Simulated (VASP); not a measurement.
# Ge in VASP: further runs

Ge is run at these levels: PBE; tasks: single point.

Everything below comes from runs of VASP 6.6.1. Logs are shortened: lines on timing, memory, paths and dates and some standing lists are left out, and cuts for length are marked.

### 1 The cell of the first run

The cell holds a slab with vacuum, 2 atoms: a = 4.181 Å, b = 4.181 Å, c = 28.000 Å, α = 90.00°, β = 90.00°, γ = 120.00°.

### 2 Single point, PBE

INCAR

```
PREC     = Accurate       # precision mode
ENCUT    = 520            # plane-wave cutoff, eV
EDIFF    = 1E-6           # SCF threshold, eV
ISMEAR   = 0              # smearing method
SIGMA    = 0.1            # smearing width, eV
LREAL    = False          # projectors in reciprocal space
LASPH    = True           # aspherical terms in the spheres
NELM     = 80             # most SCF steps
ALGO     = Normal         # electronic algorithm
ISIF     = 2              # what is computed and relaxed
LWAVE    = False          # write WAVECAR
LCHARG   = False          # write CHGCAR
LDIPOL   = True         
IDIPOL   = 3            
DIPOL    = 0.5 0.5 0.500
GGA      = PE             # functional
NBANDS   = 21             # bands
```

KPOINTS

```
Automatic mesh
0
Gamma
  12 12 1
```

POSCAR

```
Ge
1.0
    4.1810000000      0.0000000000      0.0000000000
   -2.0905000000      3.6208522132      0.0000000000
    0.0000000000      0.0000000000     28.0000000000
Ge
2
Direct
    0.3333333333      0.6666666667      0.5129821429
    0.6666666667      0.3333333333      0.4870178571
```

Potentials or basis: VASP PAW PBE potentials, release 64 (Ge_d).

The run is started by

```console
$ cat potpaw_PBE.64/Ge_d/POTCAR > POTCAR
$ mpirun -np 1 vasp_std > vasp.out
```

OUTCAR:

```text
PREC = Accurate
   ENCUT = 520
   EDIFF = 1E-6
   ISMEAR = 0
   LREAL = False
   LASPH = True
   NELM = 80
   ISIF = 2
   GGA = PE

 ion  position               nearest neighbor table
   1  0.333  0.667  0.513-   2 2.52   2 2.52   2 2.52
   2  0.667  0.333  0.487-   1 2.52   1 2.52   1 2.52

  LATTYP: Found a hexagonal cell.
 ALAT       =     4.1810000000
 C/A-ratio  =     6.6969624492

  Lattice vectors:

 A1 = (   4.1810000000,   0.0000000000,   0.0000000000)
 A2 = (  -2.0905000000,   3.6208522132,   0.0000000000)
 A3 = (   0.0000000000,   0.0000000000,  28.0000000000)

Analysis of symmetry for initial positions (statically):
=====================================================================
 Subroutine PRICEL returns:
 Original cell was already a primitive cell.

 Routine SETGRP: Setting up the symmetry group for a
 hexagonal supercell.

 Subroutine GETGRP returns: Found 12 space group operations
 (whereof 12 operations were pure point group operations)
 out of a pool of 24 trial point group operations.

The static configuration has the point symmetry D_3d.

Analysis of symmetry for dynamics (positions and initial velocities):
=====================================================================
 Subroutine PRICEL returns:
 Original cell was already a primitive cell.

 Routine SETGRP: Setting up the symmetry group for a
 hexagonal supercell.

 Subroutine GETGRP returns: Found 12 space group operations
 (whereof 12 operations were pure point group operations)
 out of a pool of 24 trial point group operations.

The dynamic configuration has the point symmetry D_3d.

 Subroutine INISYM returns: Found 12 space group operations
 (whereof 12 operations are pure point group operations),
 and found     1 'primitive' translations

----------------------------------------------------------------------------------------

                                     Primitive cell

  volume of cell :     423.8859

  direct lattice vectors                    reciprocal lattice vectors
     4.181000000  0.000000000  0.000000000     0.239177230  0.138089038  0.000000000
    -2.090500000  3.620852213  0.000000000     0.000000000  0.276178077  0.000000000
     0.000000000  0.000000000 28.000000000     0.000000000  0.000000000  0.035714286

  length of vectors
     4.181000000  4.181000000 28.000000000     0.276178077  0.276178077  0.035714286

  position of ions in fractional coordinates (direct lattice)
     0.333333333  0.666666667  0.512982143
     0.666666667  0.333333333  0.487017857

  ion indices of the primitive-cell ions
   primitive index   ion index
                 1           1
                 2           2

----------------------------------------------------------------------------------------

 KPOINTS: Automatic mesh

Automatic generation of k-mesh.
 Grid dimensions read from file:
 generate k-points for:   12   12    1

 Generating k-lattice:

  Cartesian coordinates                     Fractional coordinates (reciprocal lattice)
     0.019931436  0.011507420  0.000000000     0.083333333  0.000000000  0.000000000
     0.000000000  0.023014840  0.000000000     0.000000000  0.083333333  0.000000000
     0.000000000  0.000000000  0.035714286     0.000000000  0.000000000  1.000000000

  Length of vectors
     0.023014840  0.023014840  0.035714286

  Shift w.r.t. Gamma in fractional coordinates (k-lattice)
     0.000000000  0.000000000  0.000000000

 Subroutine IBZKPT returns following result:
 ===========================================

 Found     19 irreducible k-points:

 Following reciprocal coordinates:
            Coordinates               Weight
  0.000000  0.000000  0.000000      1.000000
  0.083333  0.000000  0.000000      6.000000
  0.166667  0.000000  0.000000      6.000000
  0.250000 -0.000000  0.000000      6.000000
  0.333333 -0.000000  0.000000      6.000000
  0.416667 -0.000000  0.000000      6.000000
[... 11 lines left out ...]
  0.333333  0.250000  0.000000     12.000000
  0.333333  0.333333  0.000000      2.000000
   k-points           NKPTS =     19   k-points in BZ     NKDIM =     19   number of bands    NBANDS=     21
   number of dos      NEDOS =    301   number of ions     NIONS =      2
   total plane-waves  NPLWV = 215040
   dimension x,y,z NGX =    32 NGY =   32 NGZ =  210
   dimension x,y,z NGXF=    64 NGYF=   64 NGZF=  420
   ions per type =               2
   NGX,Y,Z   is equivalent  to a cutoff of  12.72, 12.72, 12.47 a.u.
   NGXF,Y,Z  is equivalent  to a cutoff of  25.45, 25.45, 24.94 a.u.
 SYSTEM =  unknown system
   PREC   = accura    normal or accurate (medium, high low for compatibility)
   ISTART =      0    job   : 0-new  1-cont  2-samecut
   ICHARG =      2    charge: 1-file 2-atom 10-const
   ISPIN  =      1    spin polarized calculation?
   LNONCOLLINEAR =      F non collinear calculations
   LSORBIT =      F    spin-orbit coupling
   LASPH  =      T    aspherical Exc in radial PAW
   ENCUT  =  520.0 eV  38.22 Ry    6.18 a.u.   7.77  7.77 52.06*2*pi/ulx,y,z
   NELM   =     80;   NELMIN=  2; NELMDL= -5     # of ELM steps
   EDIFF  = 0.1E-05   stopping-criterion for ELM
   LREAL  =      F    real-space projection
   EDIFFG = 0.1E-04   stopping-criterion for IOM
   NSW    =      0    number of steps for IOM
   IBRION =     -1    ionic relax: 0-MD 1-quasi-New 2-CG
   NFREE  =      0    steps in history (QN), initial steepest desc. (CG)
   ISIF   =      2    stress and relaxation
   ISYM   =      2    0-nonsym 1-usesym 2-fastsym
   POTIM  = 0.5000    time-step for ionic-motion
   TEBEG  =    0.0;   TEEND  =   0.0 temperature during run
   PSTRESS=    0.0 pullay stress
   NELECT =      28.0000    total number of electrons
   NUPDOWN=      -1.0000    fix difference up-down
   EMIN   =  10.00;   EMAX   =-10.00  energy-range for DOS
   EFERMI =   0.00;   METHOD = LEGACY
   ISMEAR =     0;   SIGMA  =   0.10  broadening in eV -4-tet -1-fermi 0-gaus
   EFERMI_NEDOS =   21; number of points for ismear=-14 and -15
   IALGO  =     38    algorithm
   IMIX   =      4    mixing-type and parameters
     AMIX     =   0.40;   BMIX     =  1.00
     AMIX_MAG =   1.60;   BMIX_MAG =  1.00
  volume/ion in A,a.u.               =     211.94      1430.26
  Fermi-wavevector in a.u.,A,eV,Ry     =   0.661776  1.250576  5.958642  0.437948
  Thomas-Fermi vector in A             =   1.734641
   LORBIT       =      0    0 simple, 1 ext, 2 COOP (PROOUT), +10 PAW based schemes
   GGA     = PE    functional components
   LHFCALC =     F    Hartree Fock is set to
   AEXX    =    0.0000 exact exchange contribution
   IVDW    =     0    specifies the selected vdW correction
   LEPSILON=     F    determine dielectric tensor
   LRPA    =     F    only Hartree local field effects (RPA)
 non-spin polarized calculation
 Gauss-broadening in eV      SIGMA  =   0.10
  energy-cutoff  :      520.00
  volume of cell :      423.89
 maximum number of plane-waves:     11443
 NGX is ok and might be reduce to    32
   NGX = 15   NGY = 15   NGZ =105

 dipolmoment           0.000000      0.000000      0.000000 electrons x Angstroem

 number of electron      28.0000017 magnetization

 dipolmoment           0.000000      0.000000     -0.000000 electrons x Angstroem

 Free energy of the ion-electron system (eV)
  ---------------------------------------------------
  ext. energy  EPLUGINS =         0.00000000
  ---------------------------------------------------
  free energy    TOTEN  =        -8.00710774 eV

  energy without entropy =       -8.00538288  energy(sigma->0) =       -8.00624531

 E-fermi :  -3.5108     XC(G=0):  -1.6090

 val. band max:       -3.9663348494   @ k =   0.0000   0.0000   0.0000
 cond. band min:      -3.5068216766   @ k =   0.3333   0.3333   0.0000
 fundamental gap:      0.4595131729
 Fermi energy:        -3.5108355340

 k-point     1 :       0.0000    0.0000    0.0000
  band No.  band energies     occupation
      1     -27.9761      2.00000
      2     -27.9761      2.00000
      3     -27.9510      2.00000
      4     -27.9416      2.00000
      5     -27.9416      2.00000
      6     -27.9051      2.00000
[... 13 lines left out ...]
     20       0.9515      0.00000
     21       1.2692      0.00000

 k-point     2 :       0.0833    0.0000    0.0000
  band No.  band energies     occupation
      1     -27.9795      2.00000
      2     -27.9775      2.00000
      3     -27.9565      2.00000
      4     -27.9392      2.00000
      5     -27.9344      2.00000
      6     -27.9008      2.00000
[... 13 lines left out ...]
     20       1.0240      0.00000
     21       1.3248      0.00000

 k-point     3 :       0.1667    0.0000    0.0000
  band No.  band energies     occupation
      1     -27.9861      2.00000
      2     -27.9806      2.00000
      3     -27.9639      2.00000
      4     -27.9337      2.00000
      5     -27.9243      2.00000
      6     -27.8890      2.00000
[... 13 lines left out ...]
     20       1.2292      0.00000
     21       1.4825      0.00000

 k-point     4 :       0.2500   -0.0000    0.0000
  band No.  band energies     occupation
      1     -27.9917      2.00000
      2     -27.9833      2.00000
      3     -27.9714      2.00000
      4     -27.9276      2.00000
      5     -27.9157      2.00000
      6     -27.8734      2.00000
[... 13 lines left out ...]
     20       1.8647      0.00000
     21       1.9019      0.00000

 k-point     5 :       0.3333   -0.0000    0.0000
  band No.  band energies     occupation
      1     -27.9943      2.00000
      2     -27.9849      2.00000
      3     -27.9784      2.00000
      4     -27.9229      2.00000
      5     -27.9091      2.00000
      6     -27.8581      2.00000
[... 13 lines left out ...]
     20       2.5364      0.00000
     21       2.6729      0.00000
[... 262 lines left out ...]
     20       3.7894      0.00000
     21       3.8166      0.00000

 k-point    17 :       0.2500    0.2500    0.0000
  band No.  band energies     occupation
      1     -27.9954      2.00000
      2     -27.9925      2.00000
      3     -27.9854      2.00000
      4     -27.9192      2.00000
      5     -27.8824      2.00000
      6     -27.8552      2.00000
[... 13 lines left out ...]
     20       2.9490      0.00000
     21       3.1663      0.00000

 k-point    18 :       0.3333    0.2500    0.0000
  band No.  band energies     occupation
      1     -27.9974      2.00000
      2     -27.9916      2.00000
      3     -27.9892      2.00000
      4     -27.9156      2.00000
      5     -27.8753      2.00000
      6     -27.8606      2.00000
[... 13 lines left out ...]
     20       3.3831      0.00000
     21       3.7350      0.00000

 k-point    19 :       0.3333    0.3333    0.0000
  band No.  band energies     occupation
      1     -27.9990      2.00000
      2     -27.9908      2.00000
      3     -27.9908      2.00000
      4     -27.9141      2.00000
      5     -27.8678      2.00000
      6     -27.8617      2.00000
[... 13 lines left out ...]
     20       3.1910      0.00000
     21       3.3210      0.00000

------------------------ aborting loop because EDIFF is reached ----------------------------------------

 vacuum level on the upper side and lower side of the slab       (xc-potential included)        -0.005        -0.005

  FORCE on cell =-STRESS in cart. coord.  units (eV):
  Direction    XX          YY          ZZ          XY          YZ          ZX
  --------------------------------------------------------------------------------------
  -------------------------------------------------------------------------------------
  Total       -1.8092650     -1.8092650     -0.2399591      0.0000000      0.0000000      0.0000000
  in kB       -6.8385459     -6.8385459     -0.9069822      0.0000000      0.0000000      0.0000000
  external PRESSURE =      -4.8613580 kB  Pullay stress =       0.0000000 kB

 VOLUME and BASIS-vectors are now :
 -----------------------------------------------------------------------------
  energy-cutoff  :      520.00
  volume of cell :      423.89
      direct lattice vectors                 reciprocal lattice vectors
     4.181000000  0.000000000  0.000000000     0.239177230  0.138089038  0.000000000
    -2.090500000  3.620852213  0.000000000     0.000000000  0.276178077  0.000000000
     0.000000000  0.000000000 28.000000000     0.000000000  0.000000000  0.035714286

 POSITION                                       TOTAL-FORCE (eV/Angst)
 -----------------------------------------------------------------------------------
     -0.00000      2.41390     14.36350        -0.000000     -0.000000     -0.312998
      2.09050      1.20695     13.63650         0.000000      0.000000      0.312998
 -----------------------------------------------------------------------------------
    total drift:                               -0.000000      0.000000     -0.000000

  FREE ENERGIE OF THE ION-ELECTRON SYSTEM (eV)
  ---------------------------------------------------
  free  energy   TOTEN  =        -8.0071077416 eV

  energy  without entropy=       -8.0053828845  energy(sigma->0) =       -8.00624531

 vacuum level on the upper side and lower side of the slab         0.980         0.980
```

Wall time 4.1 min (1 thread of AMD EPYC 7R13 (Zen 3), shared host); peak memory 0.49 GiB.

What came out:

* Free energy: -8.0071 eV
* Largest force: 0.313 eV/Å
* Band gap on the k mesh: zero (filled and empty bands touch)

Forces on the atoms (eV/Å):
```
Ge   0.000  0.000 -0.313
Ge   0.000  0.000  0.313
```

### 3 Single point, PBE

INCAR

```
PREC = Accurate ; ENCUT = 520
EDIFF = 1E-6 ; ISMEAR = 0
SIGMA = 0.1 ; LREAL = False
LASPH = True ; NELM = 100
ALGO = Normal ; ISIF = 2
LWAVE = False ; LCHARG = False
LDIPOL = True ; IDIPOL = 3
DIPOL = 0.5 0.5 0.500 ; GGA = PE
NBANDS = 21
```

KPOINTS

```
regular mesh
0
Gamma
  12 12 1
```

POSCAR

```
Ge
1.0
    4.1810000000      0.0000000000      0.0000000000
   -2.0905000000      3.6208522132      0.0000000000
    0.0000000000      0.0000000000     28.0000000000
Ge
2
Direct
    0.3333333333      0.6666666667      0.5181785714
    0.6666666667      0.3333333333      0.4818214286
```

Potentials or basis: VASP PAW PBE potentials, release 64 (Ge_d).

The run is started by

```console
$ cat potpaw_PBE.64/Ge_d/POTCAR > POTCAR
$ mpirun -np 1 vasp_std > vasp.out
```

Wall time 4.1 min (1 thread of AMD EPYC 7R13 (Zen 3), shared host); peak memory 0.51 GiB.

Results (log left out):

```yaml
Free_energy: -7.7365 eV
Largest_force: 1.502 eV/Å
Band_gap_on_the_k_mesh: zero (bands 14 and 15 overlap by 0.43 eV)
```

Forces on the atoms (eV/Å):
```
Ge   0.000  0.000 -1.502
Ge   0.000  0.000  1.502
```

Levels at points of the mesh, in eV from the Fermi level:
| k point | band 10 | band 11 | band 12 | band 13 | band 14 | band 15 | band 16 | band 17 | band 18 | band 19 |
| --- | --- | --- | --- | --- | --- | --- | --- | --- | --- | --- |
| (0.00, 0.00, 0.00) | -24.19 | -10.28 | -4.28 | 0.11 | 0.11 | 0.87 | 1.48 | 3.74 | 3.74 | 4.07 |
| (0.50, 0.00, 0.00) | -24.16 | -8.52 | -6.86 | -1.43 | -1.23 | 0.24 | 2.02 | 4.56 | 5.61 | 5.96 |

The gap in the log of VASP goes by the Fermi energy; the results here count the filled bands.